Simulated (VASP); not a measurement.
# Au in VASP: a series of runs, part 2 of 2

VASP 6.6.1. Earlier steps stand in the parts before.

## (3) Single point, PBE

INCAR reads:

```
PREC = Accurate ; ENCUT = 520
EDIFF = 1E-7 ; ISMEAR = 0
SIGMA = 0.1 ; LREAL = F
LASPH = T ; NELM = 80
ALGO = Normal ; ISIF = 2
LWAVE = F ; LCHARG = F
LDIPOL = T ; IDIPOL = 3
DIPOL = 0.5 0.5 0.504 ; GGA = PE
NBANDS = 36
```

KPOINTS reads:

```
Automatic mesh
0
Gamma
  21 21 1
```

POSCAR reads:

```
Au
1.0
    2.8927738400      0.0000000000      0.0000000000
   -1.4463869200      2.5052156300      0.0000000000
    0.0000000000      0.0000000000     26.4477599179
Au
5
Direct
    0.6666666665      0.3333333335      0.3213882774
    0.3333333335      0.6666666670      0.4106941439
    0.0000000000      0.0000000000      0.5027529114
    0.6666666665      0.3333333335      0.5952788730
    0.3333333335      0.6666666670      0.6896419168
```

Potentials or basis: VASP PAW PBE potentials, release 64 (Au).

Started as:

```bash
$ cat potpaw_PBE.64/Au/POTCAR > POTCAR
$ mpirun -np 1 vasp_std > vasp.out
```

OUTCAR:

```text
PREC = Accurate
   ENCUT = 520
   EDIFF = 1E-7
   ISMEAR = 0
   LREAL = F
   LASPH = T
   NELM = 80
   ISIF = 2
   GGA = PE

 ion  position               nearest neighbor table
   1  0.667  0.333  0.321-   2 2.89   2 2.89   2 2.89
   2  0.333  0.667  0.411-   1 2.89   1 2.89   1 2.89   3 2.95   3 2.95   3 2.95
   3  0.000  0.000  0.503-   2 2.95   2 2.95   2 2.95   4 2.96   4 2.96   4 2.96
   4  0.667  0.333  0.595-   3 2.96   3 2.96   3 2.96   5 3.00   5 3.00   5 3.00
   5  0.333  0.667  0.690-   4 3.00   4 3.00   4 3.00

  LATTYP: Found a hexagonal cell.
 ALAT       =     2.8927738400
 C/A-ratio  =     9.1426988008

  Lattice vectors:

 A1 = (   2.8927738400,   0.0000000000,   0.0000000000)
 A2 = (  -1.4463869200,   2.5052156300,   0.0000000000)
 A3 = (   0.0000000000,   0.0000000000,  26.4477599179)

Analysis of symmetry for initial positions (statically):
=====================================================================
 Subroutine PRICEL returns:
 Original cell was already a primitive cell.

 Routine SETGRP: Setting up the symmetry group for a
 hexagonal supercell.

 Subroutine GETGRP returns: Found  6 space group operations
 (whereof  6 operations were pure point group operations)
 out of a pool of 24 trial point group operations.

The static configuration has the point symmetry C_3v.

Analysis of symmetry for dynamics (positions and initial velocities):
=====================================================================
 Subroutine PRICEL returns:
 Original cell was already a primitive cell.

 Routine SETGRP: Setting up the symmetry group for a
 hexagonal supercell.

 Subroutine GETGRP returns: Found  6 space group operations
 (whereof  6 operations were pure point group operations)
 out of a pool of 24 trial point group operations.

The dynamic configuration has the point symmetry C_3v.

 Subroutine INISYM returns: Found  6 space group operations
 (whereof  6 operations are pure point group operations),
 and found     1 'primitive' translations

----------------------------------------------------------------------------------------

                                     Primitive cell

  volume of cell :     191.6675

  direct lattice vectors                    reciprocal lattice vectors
     2.892773840  0.000000000  0.000000000     0.345688967  0.199583618  0.000000000
    -1.446386920  2.505215630  0.000000000     0.000000000  0.399167237  0.000000000
     0.000000000  0.000000000 26.447759918     0.000000000  0.000000000  0.037810386

  length of vectors
     2.892773840  2.892773838 26.447759918     0.399167236  0.399167237  0.037810386

  position of ions in fractional coordinates (direct lattice)
     0.666666666  0.333333334  0.321388277
     0.333333334  0.666666667  0.410694144
     0.000000000  0.000000000  0.502752911
     0.666666666  0.333333334  0.595278873
     0.333333334  0.666666667  0.689641917

  ion indices of the primitive-cell ions
   primitive index   ion index
                 1           1
                 2           2
                 3           3
                 4           4
                 5           5

----------------------------------------------------------------------------------------

[... 51 lines left out ...]
   k-points           NKPTS =     48   k-points in BZ     NKDIM =     48   number of bands    NBANDS=     36
   number of dos      NEDOS =    301   number of ions     NIONS =      5
   total plane-waves  NPLWV = 115200
   dimension x,y,z NGX =    24 NGY =   24 NGZ =  200
   dimension x,y,z NGXF=    48 NGYF=   48 NGZF=  400
   ions per type =               5
   NGX,Y,Z   is equivalent  to a cutoff of  13.79, 13.79, 12.57 a.u.
   NGXF,Y,Z  is equivalent  to a cutoff of  27.59, 27.59, 25.14 a.u.
 SYSTEM =  unknown system
   PREC   = accura    normal or accurate (medium, high low for compatibility)
   ISTART =      0    job   : 0-new  1-cont  2-samecut
   ICHARG =      2    charge: 1-file 2-atom 10-const
   ISPIN  =      1    spin polarized calculation?
   LNONCOLLINEAR =      F non collinear calculations
   LSORBIT =      F    spin-orbit coupling
   LASPH  =      T    aspherical Exc in radial PAW
   ENCUT  =  520.0 eV  38.22 Ry    6.18 a.u.   5.38  5.38 49.18*2*pi/ulx,y,z
   NELM   =     80;   NELMIN=  2; NELMDL= -5     # of ELM steps
   EDIFF  = 0.1E-06   stopping-criterion for ELM
   LREAL  =      F    real-space projection
   EDIFFG = 0.1E-05   stopping-criterion for IOM
   NSW    =      0    number of steps for IOM
   IBRION =     -1    ionic relax: 0-MD 1-quasi-New 2-CG
   NFREE  =      0    steps in history (QN), initial steepest desc. (CG)
   ISIF   =      2    stress and relaxation
   ISYM   =      2    0-nonsym 1-usesym 2-fastsym
   POTIM  = 0.5000    time-step for ionic-motion
   TEBEG  =    0.0;   TEEND  =   0.0 temperature during run
   PSTRESS=    0.0 pullay stress
   NELECT =      55.0000    total number of electrons
   NUPDOWN=      -1.0000    fix difference up-down
   EMIN   =  10.00;   EMAX   =-10.00  energy-range for DOS
   EFERMI =   0.00;   METHOD = LEGACY
   ISMEAR =     0;   SIGMA  =   0.10  broadening in eV -4-tet -1-fermi 0-gaus
   EFERMI_NEDOS =   21; number of points for ismear=-14 and -15
   IALGO  =     38    algorithm
   IMIX   =      4    mixing-type and parameters
     AMIX     =   0.40;   BMIX     =  1.00
     AMIX_MAG =   1.60;   BMIX_MAG =  1.00
  volume/ion in A,a.u.               =      38.33       258.69
  Fermi-wavevector in a.u.,A,eV,Ry     =   1.079807  2.040540 15.864171  1.165984
  Thomas-Fermi vector in A             =   2.215782
   LORBIT       =      0    0 simple, 1 ext, 2 COOP (PROOUT), +10 PAW based schemes
   GGA     = PE    functional components
   LHFCALC =     F    Hartree Fock is set to
   AEXX    =    0.0000 exact exchange contribution
   IVDW    =     0    specifies the selected vdW correction
   LEPSILON=     F    determine dielectric tensor
   LRPA    =     F    only Hartree local field effects (RPA)
 non-spin polarized calculation
 Gauss-broadening in eV      SIGMA  =   0.10
  energy-cutoff  :      520.00
  volume of cell :      191.67
 maximum number of plane-waves:      5259
 NGX is ok and might be reduce to    24
   NGX = 11   NGY = 11   NGZ = 99

 dipolmoment           0.000000      0.000000     -0.001104 electrons x Angstroem

 number of electron      55.0000009 magnetization

 dipolmoment           0.000000      0.000000      0.003412 electrons x Angstroem

 Free energy of the ion-electron system (eV)
  ---------------------------------------------------
  ext. energy  EPLUGINS =         0.00000000
  ---------------------------------------------------
  free energy    TOTEN  =       -15.48994022 eV

  energy without entropy =      -15.48243891  energy(sigma->0) =      -15.48618956

 E-fermi :   1.2154     XC(G=0):  -6.3746

 val. band max:        1.1978310673   @ k =   0.2381   0.2381   0.0000
 cond. band min:       1.2357594538   @ k =   0.1429   0.0000   0.0000
 fundamental gap:      0.0379283865
 Fermi energy:         1.2153624098

 k-point     1 :       0.0000    0.0000    0.0000
  band No.  band energies     occupation
      1      -7.9530      2.00000
      2      -7.1568      2.00000
      3      -6.2416      2.00000
      4      -5.7651      2.00000
      5      -5.6240      2.00000
      6      -3.4625      2.00000
[... 925 lines left out ...]
     35       9.0758      0.00000
     36       9.3245      0.00000

 [... further k-points ...]

------------------------ aborting loop because EDIFF is reached ----------------------------------------

 vacuum level on the upper side and lower side of the slab       (xc-potential included)        -0.093        -0.179

  FORCE on cell =-STRESS in cart. coord.  units (eV):
  Direction    XX          YY          ZZ          XY          YZ          ZX
  --------------------------------------------------------------------------------------
  -------------------------------------------------------------------------------------
  Total       -0.5298356     -0.5298356      0.7438565      0.0000000      0.0000000     -0.0000000
  in kB       -4.4289746     -4.4289746      6.2180074      0.0000000      0.0000000     -0.0000000
  external PRESSURE =      -0.8799806 kB  Pullay stress =       0.0000000 kB

 VOLUME and BASIS-vectors are now :
 -----------------------------------------------------------------------------
  energy-cutoff  :      520.00
  volume of cell :      191.67
      direct lattice vectors                 reciprocal lattice vectors
     2.892773840  0.000000000  0.000000000     0.345688967  0.199583618  0.000000000
    -1.446386920  2.505215630  0.000000000     0.000000000  0.399167237  0.000000000
     0.000000000  0.000000000 26.447759918     0.000000000  0.000000000  0.037810386

 POSITION                                       TOTAL-FORCE (eV/Angst)
 -----------------------------------------------------------------------------------
      1.44639      0.83507      8.50000        -0.000000     -0.000000     -0.394737
      0.00000      1.67014     10.86194        -0.000000     -0.000000      0.387952
      0.00000      0.00000     13.29669         0.000000     -0.000000      0.027230
      1.44639      0.83507     15.74379         0.000000      0.000000      0.016506
      0.00000      1.67014     18.23948        -0.000000      0.000000     -0.036951
 -----------------------------------------------------------------------------------
    total drift:                                0.000000     -0.000001     -0.000216

  FREE ENERGIE OF THE ION-ELECTRON SYSTEM (eV)
  ---------------------------------------------------
  free  energy   TOTEN  =       -15.4899402159 eV

  energy  without entropy=      -15.4824389064  energy(sigma->0) =      -15.48618956

 vacuum level on the upper side and lower side of the slab         6.392         6.301
```

Run time: 11 min. Hardware: 1 thread of Intel Xeon Platinum 8259CL at 2.50GHz (Skylake/Cascade Lake), shared host; peak memory 0.46 GiB.

Results:

```
Free energy   : -15.4899 eV
Largest force : 0.395 eV/Å
```

Forces in eV/Å, atoms in the order of the input:
```
Au   0.000  0.000 -0.395
Au   0.000  0.000  0.388
Au   0.000  0.000  0.027
Au   0.000  0.000  0.017
Au   0.000  0.000 -0.037
```

Levels at points of the mesh, in eV from the Fermi level:
```csv
k point,band 26,band 27,band 28,band 29,band 30,band 31
"(0.00, 0.00, 0.00)",-2.09,-2.09,-1.93,-1.93,-0.91,0.06
```

Caveat: spin-orbit coupling is left out, which moves the levels of the heavy elements.
